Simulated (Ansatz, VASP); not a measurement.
## Pt: VASP beside Ansatz

```
Pt
1.0
     2.82968    0.00000    0.00000
    -1.41484    2.45058    0.00000
     0.00000    0.00000    4.67233
Pt
2
Direct
  0.66667 0.33333 0.75000
  0.33333 0.66667 0.25000
```

Change from the starting cell: strain +0.025 along x and y, -0.025 along z, atoms carried along.

Alike in both runs: task single point; functional r2SCAN; k mesh 18 × 18 × 10; occupations gaussian, width 0.15 eV; no spin polarisation.

```csv
,VASP,Ansatz
version,VASP 6.6.1,Ansatz 0.2.0
potentials or method,"VASP PAW PBE potentials, release 64 (Pt), cutoff 520 eV","scalar-relativistic, plane waves, PAW"
valence electrons in the cell,20,36
```

VASP gave:

* gap on the k mesh at the Fermi level (eV): none
* pressure (GPa): -11.4
* traceless stress, the component that is largest in VASP (GPa): 5.20

Problem. Estimate Ansatz's values.

Solution. gap on the k mesh at the Fermi level (eV): none; pressure (GPa): -11.9; traceless stress, the component that is largest in VASP (GPa): 5.29.

VASP's potentials were made for PBE, not for r2SCAN. A gap of «none» marks a metal or a gap that the smearing closes. VASP's potentials hold 20 valence electrons a cell and Ansatz's 36, so a difference there can come from the potentials and not from the codes.

Spin-orbit coupling is off throughout.
